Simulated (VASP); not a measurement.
A run of VASP 6.6.1:

File INCAR:

```
PREC = Accurate
ENCUT = 520
EDIFF = 1E-7
ISMEAR = 0
SIGMA = 0.05
LREAL = False
LASPH = True
NELM = 100
ALGO = Normal
ISIF = 2
LWAVE = False
LCHARG = False
GGA = PS
NBANDS = 26
```

KPOINTS

```
Automatic mesh
0
Gamma
  8 8 6
```

The input POSCAR:

```
GaN
1.0
    0.0000000000     -2.2490913701     -2.1890406305
    0.0000000000      2.2490913701     -2.1890406305
    4.3780812609      0.0000000000      0.0000000000
Ga N
2 2
Direct
    0.4984372640      0.4984372640      0.5000000000
    0.0015627360      0.0015627360      0.0000000000
    0.0128940960      0.4871059040      0.2500000000
    0.4871059040      0.0128940960      0.7500000000
```

Potentials or basis: VASP PAW PBE potentials, release 64 (Ga_d, N).

Command:

```sh
$ cat potpaw_PBE.64/Ga_d/POTCAR potpaw_PBE.64/N/POTCAR > POTCAR
$ mpirun -np 1 vasp_std > vasp.out
```

Hardware: 1 thread of AMD EPYC 9R45 96-Core Processor (Zen 5) (shared host).

Task: Estimate the wall time of this run.

Result: Run time: 47 s on 1 thread of AMD EPYC 9R45 96-Core Processor (Zen 5), on a shared host, peak memory 0.18 GiB. Counts: scf iterations 15, k points 84.
